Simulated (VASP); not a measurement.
Input of a VASP 6.6.1 run:

File INCAR:

```
SYSTEM = Ba
PREC = Accurate
ENCUT = 520
EDIFF = 1E-6
ISMEAR = -1
SIGMA = 0.08
LREAL = .False.
LASPH = .True.
NELM = 80
ALGO = Normal
ISIF = 2
LWAVE = .False.
LCHARG = .False.
GGA = PS
NBANDS = 17
```

The input KPOINTS:

```
Automatic mesh
0
Gamma
  10 10 6
  0 0 0
```

File POSCAR:

```
Ba
1.0
    3.7846754643      0.0000000000      0.0000000000
   -1.8923377322      3.2776250971      0.0000000000
    0.0000000000      0.0000000000      5.6173554573
Ba
2
Direct
    0.3333333333      0.6666666667      0.2500000000
    0.6666666667      0.3333333333      0.7500000000
```

Potentials or basis: VASP PAW PBE potentials, release 64 (Ba_sv).

Launch:

```console
$ cat potpaw_PBE.64/Ba_sv/POTCAR > POTCAR
$ mpirun -np 1 vasp_std > vasp.out
```

Estimate the pressure.

8.4 GPa.

Estimate the band gap on the k mesh.

zero (bands 10 and 11 overlap by 0.84 eV).

Stress tensor (GPa, compression positive):
```
8.14 0.00 0.00
0.00 8.14 0.00
0.00 0.00 8.83
```

Caveat: the cell stands under pressure; the PAW data sets were made with another functional, which shifts forces and pressure a little; spin-orbit coupling is left out, which moves the levels of the heavy elements.
